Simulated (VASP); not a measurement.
# CoO in VASP: notebook

The runs below take CoO through single point, with PBEsol, PBE.

Program: VASP 6.6.1. These are calculated values, not measurements. Logs are shortened: lines on timing, memory, paths and dates and some standing lists are left out, and cuts for length are marked.

## (1) The cell of the first run

Symmetry: I4/mmm, No. 139, tetragonal system. Conventional cell: a = 3.016 Å, b = 3.016 Å, c = 4.214 Å, α = 90.00°, β = 90.00°, γ = 90.00°. Co (site symmetry 4/mmm) has 6 O at 2.11 to 2.13 Å within 2.8 Å. Within 2.8 Å of O (site symmetry 4/mmm) lie 6 Co at 2.11 to 2.13 Å.

## (2) Single point, PBEsol, collinear spin, ferromagnetic start

The input, INCAR:

```
ALGO = Normal
EDIFF = 1E-7
ENCUT = 520
GGA = PS
ISIF = 2
ISMEAR = 0
ISPIN = 2
LASPH = True
LCHARG = True
LELF = True
LMAXMIX = 4
LORBIT = 11
LREAL = False
LVHAR = True
LWAVE = False
MAGMOM = 2.5 0.33
NBANDS = 18
NELM = 150
PREC = Accurate
SIGMA = 0.05
```

The input, KPOINTS:

```
k-points
0
Gamma
  14 14 14
```

The input, POSCAR:

```
CoO
1.0
   -1.5080000000      1.5080000000      2.1072475377
    1.5080000000     -1.5080000000      2.1072475377
    1.5080000000      1.5080000000     -2.1072475377
Co O
1 1
Direct
    0.0000000000      0.0000000000      0.0000000000
    0.5000000000      0.5000000000      0.0000000000
```

Potentials or basis: VASP PAW PBE potentials, release 64 (Co, O).

The run is started by

```bash
cat potpaw_PBE.64/Co/POTCAR potpaw_PBE.64/O/POTCAR > POTCAR
mpirun -np 1 vasp_std > vasp.out
```

OUTCAR:

```text
EDIFF = 1E-7
   ENCUT = 520
   GGA = PS
   ISIF = 2
   ISMEAR = 0
   ISPIN = 2
   LASPH = True
   LORBIT = 11
   LREAL = False
   NELM = 150
   PREC = Accurate

 ion  position               nearest neighbor table
   1  0.000  0.000  0.000-   2 2.11   2 2.11   2 2.13   2 2.13   2 2.13   2 2.13
   2  0.500  0.500  0.000-   1 2.11   1 2.11   1 2.13   1 2.13   1 2.13   1 2.13

  LATTYP: Found a body centered tetragonal cell.
 ALAT       =     3.0160000000
 C/A-ratio  =     1.3973790038

  Lattice vectors:

 A1 = (  -1.5080000000,   1.5080000000,   2.1072475377)
 A2 = (   1.5080000000,  -1.5080000000,   2.1072475377)
 A3 = (   1.5080000000,   1.5080000000,  -2.1072475377)

Analysis of symmetry for initial positions (statically):
=====================================================================
 Subroutine PRICEL returns:
 Original cell was already a primitive cell.

 Routine SETGRP: Setting up the symmetry group for a
 body centered tetragonal supercell.

 Subroutine GETGRP returns: Found 16 space group operations
 (whereof 16 operations were pure point group operations)
 out of a pool of 16 trial point group operations.

The static configuration has the point symmetry D_4h.

Analysis of symmetry for dynamics (positions and initial velocities):
=====================================================================
 Subroutine PRICEL returns:
 Original cell was already a primitive cell.

 Routine SETGRP: Setting up the symmetry group for a
 body centered tetragonal supercell.

 Subroutine GETGRP returns: Found 16 space group operations
 (whereof 16 operations were pure point group operations)
 out of a pool of 16 trial point group operations.

The dynamic configuration has the point symmetry D_4h.

Analysis of structural, dynamic, and magnetic symmetry:
=====================================================================
 Subroutine PRICEL returns:
 Original cell was already a primitive cell.

 Routine SETGRP: Setting up the symmetry group for a
 body centered tetragonal supercell.

 Subroutine GETGRP returns: Found 16 space group operations
 (whereof 16 operations were pure point group operations)
 out of a pool of 16 trial point group operations.

The overall configuration has the point symmetry D_4h.

 Subroutine INISYM returns: Found 16 space group operations
 (whereof 16 operations are pure point group operations),
 and found     1 'primitive' translations

[... 116 lines left out ...]
  Fermi-wavevector in a.u.,A,eV,Ry     =   1.508618  2.850874 30.965868  2.275927
  Thomas-Fermi vector in A             =   2.619048
   LORBIT       =     11    0 simple, 1 ext, 2 COOP (PROOUT), +10 PAW based schemes
   GGA     = PS    functional components
   LHFCALC =     F    Hartree Fock is set to
   AEXX    =    0.0000 exact exchange contribution
   IVDW    =     0    specifies the selected vdW correction
   LEPSILON=     F    determine dielectric tensor
   LRPA    =     F    only Hartree local field effects (RPA)
 spin polarized calculation
 Gauss-broadening in eV      SIGMA  =   0.05
  energy-cutoff  :      520.00
  volume of cell :       19.17
 maximum number of plane-waves:       533
 NGX is ok and might be reduce to    24
   NGX = 11   NGY = 11   NGZ = 11

 number of electron      15.0000005 magnetization       2.9521212

 Free energy of the ion-electron system (eV)
  ---------------------------------------------------
  ext. energy  EPLUGINS =         0.00000000
  ---------------------------------------------------
  free energy    TOTEN  =       -13.95697198 eV

  energy without entropy =      -13.95247313  energy(sigma->0) =      -13.95472255

 E-fermi :   7.9400     XC(G=0): -12.7072

 val. band max:        7.9396218135   @ k =  -0.3571   0.5000   0.0714
 cond. band min:       7.9411037049   @ k =   0.2857   0.1429   0.0000
 fundamental gap:      0.0014818914
 Fermi energy:         7.9399887564

 spin component 1

 k-point     1 :       0.0000    0.0000    0.0000
  band No.  band energies     occupation
      1     -12.3642      1.00000
      2       4.6271      1.00000
      3       4.6279      1.00000
      4       4.6552      1.00000
      5       4.6926      1.00000
      6       4.6926      1.00000
[... 493 lines left out ...]
     17      35.7198      0.00000
     18      36.6174      0.00000

 [... further k-points ...]

 spin component 2

 k-point     1 :       0.0000    0.0000    0.0000
  band No.  band energies     occupation
      1     -11.8119      1.00000
      2       5.2711      1.00000
      3       5.3265      1.00000
      4       5.3265      1.00000
      5       6.7971      1.00000
      6       6.7971      1.00000
[... 493 lines left out ...]
     17      36.1992      0.00000
     18      37.1826      0.00000

 [... further k-points ...]

------------------------ aborting loop because EDIFF is reached ----------------------------------------

  FORCE on cell =-STRESS in cart. coord.  units (eV):
  Direction    XX          YY          ZZ          XY          YZ          ZX
  --------------------------------------------------------------------------------------
  -------------------------------------------------------------------------------------
  Total       -1.1554444     -1.1554444     -1.1107245      0.0000000     -0.0000000      0.0000000
  in kB      -96.5787083    -96.5787083    -92.8407678      0.0000000     -0.0000000      0.0000000
  external PRESSURE =     -95.3327281 kB  Pullay stress =       0.0000000 kB

 VOLUME and BASIS-vectors are now :
 -----------------------------------------------------------------------------
  energy-cutoff  :      520.00
  volume of cell :       19.17
      direct lattice vectors                 reciprocal lattice vectors
    -1.508000000  1.508000000  2.107247538     0.000000000  0.331564987  0.237276348
     1.508000000 -1.508000000  2.107247538     0.331564987  0.000000000  0.237276348
     1.508000000  1.508000000 -2.107247538     0.331564987  0.331564987  0.000000000

 POSITION                                       TOTAL-FORCE (eV/Angst)
 -----------------------------------------------------------------------------------
      0.00000      0.00000      0.00000         0.000000     -0.000000      0.000000
      0.00000      0.00000      2.10725        -0.000000      0.000000      0.000000
 -----------------------------------------------------------------------------------
    total drift:                               -0.000000      0.000000     -0.000000

  FREE ENERGIE OF THE ION-ELECTRON SYSTEM (eV)
  ---------------------------------------------------
  free  energy   TOTEN  =       -13.9569719790 eV

  energy  without entropy=      -13.9524731292  energy(sigma->0) =      -13.95472255

 total charge

# of ion       s       p       d       tot
------------------------------------------
    1        0.300   0.367   7.148   7.814
    2        1.550   3.404   0.000   4.955
--------------------------------------------------
tot          1.850   3.771   7.148  12.769

 magnetization (x)

# of ion       s       p       d       tot
------------------------------------------
    1        0.020   0.017   2.537   2.574
    2        0.030   0.294   0.000   0.324
--------------------------------------------------
tot          0.050   0.312   2.537   2.898
```

OSZICAR:

```text
N       E                     dE             d eps       ncg     rms          rms(c)
DAV:   1     0.747326360517E+02    0.74733E+02   -0.65966E+03 18386   0.956E+02
DAV:   2    -0.117476786925E+02   -0.86480E+02   -0.74531E+02 18468   0.220E+02
[... 12 lines left out ...]
DAV:  15    -0.139569970821E+02   -0.23398E-05   -0.98633E-05 22902   0.165E-01    0.637E-02
DAV:  16    -0.139569784669E+02    0.18615E-04   -0.15713E-05 25804   0.626E-02    0.429E-02
DAV:  17    -0.139569714359E+02    0.70310E-05   -0.19132E-05 23936   0.791E-02    0.129E-02
DAV:  18    -0.139569717641E+02   -0.32820E-06   -0.24505E-06 24400   0.165E-02    0.560E-03
DAV:  19    -0.139569719024E+02   -0.13828E-06   -0.59209E-07 19852   0.104E-02    0.168E-03
DAV:  20    -0.139569719790E+02   -0.76559E-07   -0.12190E-07 13080   0.421E-03
   1 F= -.13956972E+02 E0= -.13954723E+02  d E =-.449885E-02  mag=     2.9521
```

stdout:

```text
POSCAR found type information on POSCAR CoO
 POSCAR found :  2 types and       2 ions
 scaLAPACK will be used
 -----------------------------------------------------------------------------
|                                                                             |
|                                                                             |
|     You enforced a specific xc type in the INCAR file but a different       |
|     I HOPE YOU KNOW WHAT YOU ARE DOING!                                     |
|                                                                             |
 -----------------------------------------------------------------------------

 LDA part: xc-table for (Slater+PW92), standard interpolation
 POSCAR, INCAR and KPOINTS ok, starting setup
 FFT: planning ... GRIDC
 FFT: planning ... GRID_SOFT
 FFT: planning ... GRID
 WAVECAR not read
 entering main loop
```

Run time: 5.3 min. Hardware: 1 thread of Intel Xeon 8259CL, shared host; peak memory 0.25 GiB.

What came out:

```
Free energy                                           : -13.9570 eV
Pressure                                              : -9.5 GPa
Net moment                                            : 2.95 μB per cell
Site moments                                          : Co +2.57; O +0.32 μB
Valence electrons inside the program's atomic spheres : Co 7.81; O 4.96
```

Levels at points of the mesh, in eV from the Fermi level:
Spin up:
| k point | band 7 | band 8 | band 9 | band 10 | band 11 | band 12 |
| --- | --- | --- | --- | --- | --- | --- |
| (0.00, 0.00, 0.00) | -3.21 | -3.21 | -3.11 | 0.88 | 16.59 | 17.96 |
| (0.50, 0.00, 0.00) | -1.88 | 0.04 | 0.12 | 4.86 | 9.25 | 13.13 |
| (0.50, 0.50, 0.00) | -2.43 | -2.15 | -2.12 | 5.73 | 9.62 | 11.53 |
| (0.50, 0.50, 0.50) | -2.42 | -2.16 | -2.16 | 5.74 | 9.78 | 11.39 |
Spin down:
| k point | band 2 | band 3 | band 4 | band 5 | band 6 | band 7 | band 8 | band 9 | band 10 | band 11 |
| --- | --- | --- | --- | --- | --- | --- | --- | --- | --- | --- |
| (0.00, 0.00, 0.00) | -2.67 | -2.61 | -2.61 | -1.14 | -1.14 | -1.09 | -0.16 | -0.15 | 1.45 | 16.54 |
| (0.50, 0.00, 0.00) | -7.76 | -4.79 | -4.75 | -0.14 | -0.11 | 0.19 | 2.55 | 2.62 | 5.17 | 10.08 |
| (0.50, 0.50, 0.00) | -6.56 | -3.95 | -3.85 | -2.30 | 0.13 | 0.16 | 0.31 | 0.82 | 6.58 | 10.14 |
| (0.50, 0.50, 0.50) | -6.54 | -3.94 | -3.94 | -2.30 | 0.15 | 0.15 | 0.36 | 0.81 | 6.58 | 10.28 |

Caveat: the cell stands under tension; the PAW data sets were made with another functional, which shifts forces and pressure a little; a cell with one magnetic atom can't hold antiferromagnetic order, which such compounds often take; semilocal functionals often make such compounds metallic where correlation or magnetic order opens a gap, which also shifts bond lengths. With open d or f shells a metallic result of PBEsol can be an artefact of self-interaction; +U or a hybrid may open a gap.

## (3) Single point, PBE, collinear spin, ferromagnetic start

The input, INCAR:

```
ALGO = Normal
EDIFF = 1E-7
ENCUT = 520
GGA = PE
ISIF = 2
ISMEAR = 0
ISPIN = 2
LASPH = T
LCHARG = F
LMAXMIX = 4
LORBIT = 11
LREAL = F
LWAVE = F
MAGMOM = 2.5 0.33
NBANDS = 18
NELM = 150
PREC = Accurate
SIGMA = 0.05
```

KPOINTS is that of step 2.

POSCAR: that of step 2 with these lines changed.

```diff
@@ -9,2 +9,2 @@
     0.0000000000      0.0000000000      0.0000000000
-    0.5000000000      0.5000000000      0.0000000000
+    0.5000000000      0.5165782493      0.0165782493
```

Potentials or basis: VASP PAW PBE potentials, release 64 (Co, O).

The run is started by

```bash
cat potpaw_PBE.64/Co/POTCAR potpaw_PBE.64/O/POTCAR > POTCAR
mpirun -np 1 vasp_std > vasp.out
```

Run time: 11 min. Hardware: 1 thread of Intel Xeon 8259CL, shared host; peak memory 0.34 GiB.

The run converged. Its results:

* Free energy: -13.0475 eV
* Pressure: -0.3 GPa
* Largest force: 0.050 eV/Å
* Net moment: 2.92 μB per cell
* Site moments: Co +2.56; O +0.31 μB
* Valence electrons inside the program's atomic spheres: Co 7.81; O 4.99

Forces in eV/Å, atoms in the order of the input:
```
Co   0.050  0.000  0.000
O   -0.050  0.000  0.000
```

Stress tensor (GPa, compression positive):
```
-0.34  0.00  0.00
 0.00 -0.08  0.00
 0.00  0.00 -0.49
```

Levels at points of the mesh, in eV from the Fermi level:
Spin up:
| k point | band 7 | band 8 | band 9 | band 10 | band 11 | band 12 |
| --- | --- | --- | --- | --- | --- | --- |
| (0.00, 0.00, 0.00) | -2.95 | -2.92 | -2.83 | 1.04 | 16.87 | 18.18 |
| (0.50, 0.00, 0.00) | -1.80 | 0.06 | 0.15 | 5.10 | 9.40 | 13.39 |
| (0.00, 0.50, 0.00) | -1.81 | 0.09 | 0.15 | 5.10 | 9.40 | 13.37 |
| (0.50, 0.50, 0.00) | -2.41 | -2.10 | -2.03 | 5.91 | 9.84 | 11.75 |
| (0.50, 0.50, 0.50) | -2.42 | -2.12 | -2.10 | 5.92 | 9.98 | 11.61 |
Spin down:
| k point | band 4 | band 5 | band 6 | band 7 | band 8 | band 9 |
| --- | --- | --- | --- | --- | --- | --- |
| (0.00, 0.00, 0.00) | -2.60 | -1.13 | -1.09 | -1.06 | 0.03 | 0.11 |
| (0.50, 0.00, 0.00) | -4.64 | -0.15 | -0.11 | 0.18 | 2.67 | 2.73 |
| (0.00, 0.50, 0.00) | -4.66 | -0.15 | -0.12 | 0.19 | 2.71 | 2.73 |
| (0.50, 0.50, 0.00) | -3.79 | -2.22 | 0.10 | 0.14 | 0.51 | 1.00 |
| (0.50, 0.50, 0.50) | -3.88 | -2.21 | 0.13 | 0.14 | 0.58 | 0.97 |

Caveat: a cell with one magnetic atom can't hold antiferromagnetic order, which such compounds often take; semilocal functionals often make such compounds metallic where correlation or magnetic order opens a gap, which also shifts bond lengths. With open d or f shells a metallic result of PBE can be an artefact of self-interaction; +U or a hybrid may open a gap.
